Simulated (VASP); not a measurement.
Wanted: the native input for a VASP 6.6.1 run.

```
Task                   : single point
Functional             : PBE
Potentials or basis    : VASP PAW PBE potentials, release 64 (C)
Cutoff                 : 520 eV
k mesh                 : 6 × 3 × 1
Occupations            : gaussian, width 0.1 eV
Spin                   : no spin polarisation
Dipole correction      : yes
Further INCAR settings : ALGO = Normal; EDIFF = 1e-06; NBANDS = 38
```

The structure of C lies in POSCAR:

```
C
1.0
    4.9326910637      0.0000000000      0.0000000000
   -1.2331727659      8.7858796705      0.0000000000
    0.0000000000      0.0000000000     20.2907137603
C
13
Direct
    0.0197005045      0.0788020180      0.1971345142
    0.5197005045      0.0788020180      0.1971345142
    0.2746256306      0.0985025225      0.2311704236
    0.7746256306      0.0985025225      0.2311704236
    0.2844758829      0.1379035315      0.2992422423
    0.7844758829      0.1379035315      0.2992422423
    0.0392967055      0.1571967531      0.3324023561
    0.5392967055      0.1571967531      0.3324023561
    0.0496769843      0.1987214031      0.4035397279
    0.5496769843      0.1987214031      0.4035397279
    0.3040736562      0.2163109382      0.4332382717
    0.8040736562      0.2163109382      0.4332382717
    0.3040736562      0.4663109382      0.4516489996
```

These files were run (other wordings do the same):

INCAR

```
SYSTEM = C
PREC = Accurate
ENCUT = 520
EDIFF = 1E-6
ISMEAR = 0
SIGMA = 0.1
LREAL = .FALSE.
LASPH = .TRUE.
NELM = 100
ALGO = Normal
ISIF = 2
LWAVE = .FALSE.
LCHARG = .FALSE.
LDIPOL = .TRUE.
IDIPOL = 3
DIPOL = 0.5 0.5 0.327
GGA = PE
NBANDS = 38
```

KPOINTS

```
Automatic mesh
0
G
  6 3 1
  0 0 0
```

Potentials or basis: VASP PAW PBE potentials, release 64 (C).

The run is started by

```console
$ cat potpaw_PBE.64/C/POTCAR > POTCAR
$ mpirun -np 1 vasp_std > vasp.out
```

Results of the run:

- Largest force: 4.557 eV/Å

Run time: 23 min on 1 thread of Intel Xeon 8259CL (shared host), peak memory 0.93 GiB.
